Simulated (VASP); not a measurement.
# Bi (P6_3/mmc) in VASP: relaxation of cell and atoms with PBE

Aim: the relaxation of cell and atoms of Bi with PBE.

Everything below comes from runs of VASP 6.6.1. Logs are shortened: lines on timing, memory, paths and dates and some standing lists are left out, and cuts for length are marked.

## Step 1: The cell of the first run

It takes space group P6_3/mmc (No. 194, hexagonal). The conventional cell has a = 3.495 Å, b = 3.495 Å, c = 6.012 Å, α = 90.00°, β = 90.00°, γ = 120.00°. Within 4.6 Å of Bi (site symmetry -6m2) lie 12 Bi at 3.50 to 3.62 Å.

This isn't the form of Bi at room conditions, which is rhombohedral.

## Step 2: Relaxation of cell and atoms, PBE

File INCAR:

```
SYSTEM = Bi
ALGO = Normal
EDIFF = 1E-6
EDIFFG = -0.005
ENCUT = 600
GGA = PE
IBRION = 2
ISIF = 3
ISMEAR = -1
LASPH = .TRUE.
LCHARG = .FALSE.
LREAL = .FALSE.
LWAVE = .FALSE.
NELM = 60
NSW = 45
PREC = Accurate
SIGMA = 0.05
```

File KPOINTS:

```
k-points
0
G
  13 13 7
  0 0 0
```

File POSCAR:

```
Bi
1.0
    3.4954122469      0.0000000000      0.0000000000
   -1.7477061234      3.0271158026      0.0000000000
    0.0000000000      0.0000000000      6.0123925591
Bi
2
Direct
    0.3333333333      0.6666666667      0.2500000000
    0.6666666667      0.3333333333      0.7500000000
```

Potentials or basis: VASP PAW PBE potentials, release 64 (Bi_d).

Command:

```console
$ cat potpaw_PBE.64/Bi_d/POTCAR > POTCAR
$ mpirun -np 1 vasp_std > vasp.out
```

OUTCAR:

```text
SYSTEM = Bi
   EDIFF = 1E-6
   EDIFFG = -0.005
   ENCUT = 600
   GGA = PE
   IBRION = 2
   ISIF = 3
   ISMEAR = -1
   LASPH = .TRUE.
   LREAL = .FALSE.
   NELM = 60
   NSW = 45
   PREC = Accurate

 ion  position               nearest neighbor table
   1  0.333  0.667  0.250-   2 3.62   2 3.62   2 3.62   2 3.62   2 3.62   2 3.62
   2  0.667  0.333  0.750-   1 3.62   1 3.62   1 3.62   1 3.62   1 3.62   1 3.62

  LATTYP: Found a hexagonal cell.
 ALAT       =     3.4954122469
 C/A-ratio  =     1.7200811047

  Lattice vectors:

 A1 = (   3.4954122469,   0.0000000000,   0.0000000000)
 A2 = (  -1.7477061234,   3.0271158026,   0.0000000000)
 A3 = (   0.0000000000,   0.0000000000,   6.0123925591)

Analysis of symmetry for initial positions (statically):
=====================================================================
 Subroutine PRICEL returns:
 Original cell was already a primitive cell.

 Routine SETGRP: Setting up the symmetry group for a
 hexagonal supercell.

 Subroutine GETGRP returns: Found 24 space group operations
 (whereof 12 operations were pure point group operations)
 out of a pool of 24 trial point group operations.

The static configuration has the point symmetry D_3d.
 The point group associated with its full space group is D_6h.

Analysis of symmetry for dynamics (positions and initial velocities):
=====================================================================
 Subroutine PRICEL returns:
 Original cell was already a primitive cell.

 Routine SETGRP: Setting up the symmetry group for a
 hexagonal supercell.

 Subroutine GETGRP returns: Found 24 space group operations
 (whereof 12 operations were pure point group operations)
 out of a pool of 24 trial point group operations.

The dynamic configuration has the point symmetry D_3d.
 The point group associated with its full space group is D_6h.

 Subroutine INISYM returns: Found 24 space group operations
 (whereof 12 operations are pure point group operations),
 and found     1 'primitive' translations

----------------------------------------------------------------------------------------

                                     Primitive cell

  volume of cell :      63.6172

  direct lattice vectors                    reciprocal lattice vectors
[... 78 lines left out ...]
   PREC   = accura    normal or accurate (medium, high low for compatibility)
   ISTART =      0    job   : 0-new  1-cont  2-samecut
   ICHARG =      2    charge: 1-file 2-atom 10-const
   ISPIN  =      1    spin polarized calculation?
   LNONCOLLINEAR =      F non collinear calculations
   LSORBIT =      F    spin-orbit coupling
   LASPH  =      T    aspherical Exc in radial PAW
   ENCUT  =  600.0 eV  44.10 Ry    6.64 a.u.   6.98  6.98 12.01*2*pi/ulx,y,z
   NELM   =     60;   NELMIN=  2; NELMDL= -5     # of ELM steps
   EDIFF  = 0.1E-05   stopping-criterion for ELM
   LREAL  =      F    real-space projection
   EDIFFG = -.5E-02   stopping-criterion for IOM
   NSW    =     45    number of steps for IOM
   IBRION =      2    ionic relax: 0-MD 1-quasi-New 2-CG
   NFREE  =      1    steps in history (QN), initial steepest desc. (CG)
   ISIF   =      3    stress and relaxation
   ISYM   =      2    0-nonsym 1-usesym 2-fastsym
   POTIM  = 0.5000    time-step for ionic-motion
   TEBEG  =    0.0;   TEEND  =   0.0 temperature during run
   PSTRESS=    0.0 pullay stress
   NELECT =      30.0000    total number of electrons
   NUPDOWN=      -1.0000    fix difference up-down
   EMIN   =  10.00;   EMAX   =-10.00  energy-range for DOS
   EFERMI =   0.00;   METHOD = LEGACY
   ISMEAR =    -1;   SIGMA  =   0.05  broadening in eV -4-tet -1-fermi 0-gaus
   EFERMI_NEDOS =   21; number of points for ismear=-14 and -15
   IALGO  =     38    algorithm
   IMIX   =      4    mixing-type and parameters
     AMIX     =   0.40;   BMIX     =  1.00
     AMIX_MAG =   1.60;   BMIX_MAG =  1.00
  volume/ion in A,a.u.               =      31.81       214.66
  Fermi-wavevector in a.u.,A,eV,Ry     =   1.274257  2.407996 22.092197  1.623731
  Thomas-Fermi vector in A             =   2.407035
   LORBIT       =      0    0 simple, 1 ext, 2 COOP (PROOUT), +10 PAW based schemes
   GGA     = PE    functional components
   LHFCALC =     F    Hartree Fock is set to
   AEXX    =    0.0000 exact exchange contribution
   IVDW    =     0    specifies the selected vdW correction
   LEPSILON=     F    determine dielectric tensor
   LRPA    =     F    only Hartree local field effects (RPA)
 conjugate gradient relaxation of ions
 non-spin polarized calculation
  energy-cutoff  :      600.00
  volume of cell :       63.62
 maximum number of plane-waves:      2136
 NGX is ok and might be reduce to    28
   NGX = 13   NGY = 13   NGZ = 25

 number of electron      30.0000003 magnetization

 Free energy of the ion-electron system (eV)
  ---------------------------------------------------
  ext. energy  EPLUGINS =         0.00000000
  ---------------------------------------------------
  free energy    TOTEN  =        -7.49867103 eV

  energy without entropy =       -7.48966806  energy(sigma->0) =       -7.49416954

 E-fermi :   7.7579     XC(G=0): -10.1872

 val. band max:        7.7446766224   @ k =   0.1538   0.1538   0.4286
 cond. band min:       7.7793229934   @ k =   0.3077   0.3077   0.0000
 fundamental gap:      0.0346463710
 Fermi energy:         7.7578817455

 k-point     1 :       0.0000    0.0000    0.0000
  band No.  band energies     occupation
      1     -15.3673      2.00000
      2     -15.3489      2.00000
      3     -15.3432      2.00000
      4     -15.3432      2.00000
      5     -15.3367      2.00000
      6     -15.3367      2.00000
[... 505 lines left out ...]
      6     -15.3078      2.00000
[... 11 lines left out ...]
     18      12.4421      0.00000
     19      14.8244      0.00000

 [... further k-points ...]
[... 5 lines left out ...]
  --------------------------------------------------------------------------------------
  -------------------------------------------------------------------------------------
  Total       -0.0018682     -0.0018682     -0.0077207     -0.0000000      0.0000000      0.0000000
  in kB       -0.0470495     -0.0470495     -0.1944434     -0.0000000      0.0000000      0.0000000
  external PRESSURE =      -0.0961808 kB  Pullay stress =       0.0000000 kB

 VOLUME and BASIS-vectors are now :
 -----------------------------------------------------------------------------
  energy-cutoff  :      600.00
  volume of cell :       63.62
      direct lattice vectors                 reciprocal lattice vectors
     3.495412247  0.000000000  0.000000000     0.286089288  0.165173727  0.000000000
    -1.747706123  3.027115803  0.000000000     0.000000000  0.330347455  0.000000000
     0.000000000  0.000000000  6.012392559     0.000000000  0.000000000  0.166323138

 POSITION                                       TOTAL-FORCE (eV/Angst)
 -----------------------------------------------------------------------------------
     -0.00000      2.01808      1.50310         0.000000     -0.000000      0.000000
      1.74771      1.00904      4.50929        -0.000000      0.000000      0.000000
 -----------------------------------------------------------------------------------
    total drift:                                0.000000     -0.000000      0.000000

  FREE ENERGIE OF THE ION-ELECTRON SYSTEM (eV)
  ---------------------------------------------------
  free  energy   TOTEN  =        -7.4986710298 eV

  energy  without entropy=       -7.4896680587  energy(sigma->0) =       -7.49416954

 reached required accuracy - stopping structural energy minimisation
```

OSZICAR:

```text
N       E                     dE             d eps       ncg     rms          rms(c)
DAV:   1     0.304273502996E+03    0.30427E+03   -0.18055E+04  3192   0.215E+03
DAV:   2     0.166261258615E+02   -0.28765E+03   -0.28329E+03  3201   0.489E+02
DAV:   3    -0.665663746029E+01   -0.23283E+02   -0.22806E+02  3716   0.158E+02
DAV:   4    -0.746449088322E+01   -0.80785E+00   -0.80569E+00  3545   0.311E+01
DAV:   5    -0.750538147628E+01   -0.40891E-01   -0.40888E-01  4416   0.637E+00    0.616E-01
DAV:   6    -0.749903456241E+01    0.63469E-02   -0.24638E-02  3652   0.186E+00    0.374E-01
DAV:   7    -0.749852645630E+01    0.50811E-03   -0.13847E-02  3684   0.141E+00    0.118E-01
DAV:   8    -0.749866946235E+01   -0.14301E-03   -0.10531E-03  3549   0.464E-01    0.122E-02
DAV:   9    -0.749867186154E+01   -0.23992E-05   -0.34173E-05  4728   0.590E-02    0.576E-03
DAV:  10    -0.749867102979E+01    0.83175E-06   -0.20899E-06  2769   0.183E-02
   1 F= -.74986710E+01 E0= -.74941695E+01  d E =-.749867E+01
```

CONTCAR:

```text
Bi
   1.00000000000000
     3.4954122469000000    0.0000000000000000    0.0000000000000000
    -1.7477061234000000    3.0271158026000000    0.0000000000000000
     0.0000000000000000    0.0000000000000000    6.0123925591000003
  Bi
     2
Direct
     0.3333333332999970    0.6666666667000030    0.2500000000000000
     0.6666666667000030    0.3333333332999970    0.7500000000000000

  0.00000000E+00  0.00000000E+00  0.00000000E+00
  0.00000000E+00  0.00000000E+00  0.00000000E+00
```

Wall time 38 s (1 thread of Intel Xeon 6975P-C (Granite Rapids), shared host); peak memory 0.24 GiB.

What came out:

```
Free energy             : -7.4987 eV
Pressure after relaxing : 0.0 GPa
Band gap on the k mesh  : zero (bands 15 and 16 overlap by 6.53 eV)
```

Final structure:
```cif
data_structure
_symmetry_space_group_name_H-M 'P 1'
_symmetry_Int_Tables_number 1
_cell_length_a 3.4954
_cell_length_b 3.4954
_cell_length_c 6.0124
_cell_angle_alpha 90.000
_cell_angle_beta 90.000
_cell_angle_gamma 120.000
_cell_volume 63.62
loop_
_atom_site_label
_atom_site_type_symbol
_atom_site_fract_x
_atom_site_fract_y
_atom_site_fract_z
_atom_site_occupancy
Bi1 Bi 0.33333 0.66667 0.25000 1
Bi2 Bi 0.66667 0.33333 0.75000 1
```

Caveat: spin-orbit coupling is left out, which moves the levels of the heavy elements.

The gap in the log of VASP goes by the Fermi energy; the results here count the filled bands.